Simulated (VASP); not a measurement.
**Be2Se: single point with PBE**

The system is Be2Se.

```
CELL_PARAMETERS angstrom
3.46227 0.00000 0.00000
0.00000 3.46227 0.00000
0.00000 0.00000 11.31653
ATOMIC_POSITIONS crystal
Be 0.50000 0.00000 0.64272
Be 0.00000 0.00000 0.50000
Be 0.00000 0.50000 0.35728
Be 0.50000 0.50000 0.50000
Be 0.50000 0.00000 0.11897
Be 0.00000 0.50000 0.88103
Se 0.50000 0.50000 0.76105
Se 0.50000 0.50000 0.23895
Se 0.00000 0.00000 0.00000
```

```json
{
 "Program": "VASP 6.6.1",
 "Task": "single point",
 "Functional": "PBE",
 "Potentials or basis": "VASP PAW PBE potentials, release 64 (Be, Se)",
 "Cutoff": "520 eV",
 "k mesh": "10 × 10 × 4",
 "Occupations": "gaussian, width 0.1 eV",
 "Spin": "no spin polarisation",
 "Dipole correction": "no",
 "Further INCAR settings": "ALGO = Normal; EDIFF = 1e-07; NBANDS = 25"
}
```

The pressure is 0.2 GPa and the largest force is 0.013 eV/Å. The band gap on the k mesh is zero (band 15 reaches 5.50 eV, above the bottom of band 16 at 3.81 eV).

Forces in eV/Å, atoms in the order of the input:
```
Be   0.000  0.000 -0.013
Be   0.000  0.000  0.000
Be   0.000  0.000  0.013
Be   0.000  0.000  0.000
Be   0.000  0.000 -0.006
Be   0.000  0.000  0.006
Se   0.000  0.000 -0.004
Se   0.000  0.000  0.004
Se   0.000  0.000  0.000
```

Levels at points of the mesh, in eV from the Fermi level:
```tsv
k point	band 11	band 12	band 13	band 14	band 15	band 16	band 17	band 18	band 19	band 20
(0.00, 0.00, 0.00)	-2.23	-1.41	-1.41	-0.25	1.31	1.31	2.37	2.99	3.41	4.13
(0.50, 0.00, 0.00)	-2.22	-1.65	-1.64	-1.57	-0.17	1.28	3.49	3.50	3.68	4.68
(0.50, 0.50, 0.00)	-4.32	-4.20	-2.84	-2.84	-1.69	-0.28	-0.17	2.27	2.65	3.04
(0.00, 0.00, 0.50)	-2.11	-1.29	-1.29	-0.94	1.15	1.15	2.37	2.96	3.60	4.16
(0.50, 0.00, 0.50)	-2.89	-1.64	-1.64	-1.58	-0.49	1.86	3.49	3.71	4.22	4.28
(0.50, 0.50, 0.50)	-4.43	-4.20	-2.89	-2.89	-1.62	-0.38	0.16	1.37	3.08	3.84
```

Run time: 5.1 min on 1 thread of AMD EPYC 7R13, with other jobs on the host, peak memory 0.32 GiB.
